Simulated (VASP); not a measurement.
ScAl3N4: single point with PBE

Crystal: ScAl3N4.

```xyz
8
Lattice="3.1588 -0.0001 -0.0001 -1.5795 2.7365 0.0007 -0.0004 0.0025 10.3169" Properties=species:S:1:pos:R:3 pbc="T T T"
Sc    0.0000    1.8253    1.6667
Al    1.5791    0.9138    4.4262
Al    1.5790    0.9138    9.4772
Al   -0.0004    1.8262    6.9449
N     1.5794    0.9124    2.5630
N     1.5791    0.9137    7.5895
N    -0.0003    1.8260    5.0635
N    -0.0004    0.0015   10.1829
```

* Program: VASP 6.6.1
* Task: single point
* Functional: PBE
* Potentials or basis: VASP PAW PBE potentials, release 64 (Sc_sv, Al, N)
* Cutoff: 520 eV
* k mesh: 6 × 6 × 2
* Occupations: gaussian, width 0.1 eV
* Spin: no spin polarisation
* Dipole correction: no
* Further INCAR settings: ALGO = Normal; EDIFF = 1e-06; NBANDS = 30

The pressure is -0.1 GPa and the largest force is 0.103 eV/Å. The band gap on the k mesh is 3.03 eV, indirect (least direct gap 3.21 eV).

Forces in eV/Å, atoms in the order of the input:
```
Sc   0.000 -0.001 -0.076
Al   0.000 -0.001  0.007
Al   0.000 -0.001  0.000
Al   0.001 -0.001  0.006
N   -0.001  0.002  0.103
N   -0.001  0.001 -0.004
N    0.000  0.000 -0.004
N    0.000  0.001 -0.031
```

Levels at points of the mesh, in eV from the valence-band top:
```
           k point  band 18  band 19  band 20  band 21  band 22  band 23
(0.00, 0.00, 0.00)    -0.37    -0.28    -0.27     3.51     4.53     4.78
(0.50, 0.00, 0.00)    -1.19    -0.63    -0.18     3.03     4.23     5.43
(0.00, 0.50, 0.00)    -1.19    -0.63    -0.18     3.03     4.23     5.43
(0.50, 0.50, 0.00)    -1.19    -0.63    -0.18     3.03     4.23     5.43
(0.00, 0.00, 0.50)    -0.47    -0.31    -0.31     3.65     4.78     4.78
(0.50, 0.00, 0.50)    -1.27    -0.80    -0.16     3.24     4.03     5.44
(0.00, 0.50, 0.50)    -1.26    -0.80    -0.15     3.24     4.03     5.43
(0.50, 0.50, 0.50)    -1.27    -0.80    -0.16     3.24     4.03     5.44
```

It took 3.9 min on 1 thread of AMD EPYC 7R13 Processor (Zen 3) (shared host), peak memory 0.22 GiB.

A k mesh can miss the band edges. PBE gaps usually lie below the measured ones, often by a third to a half.
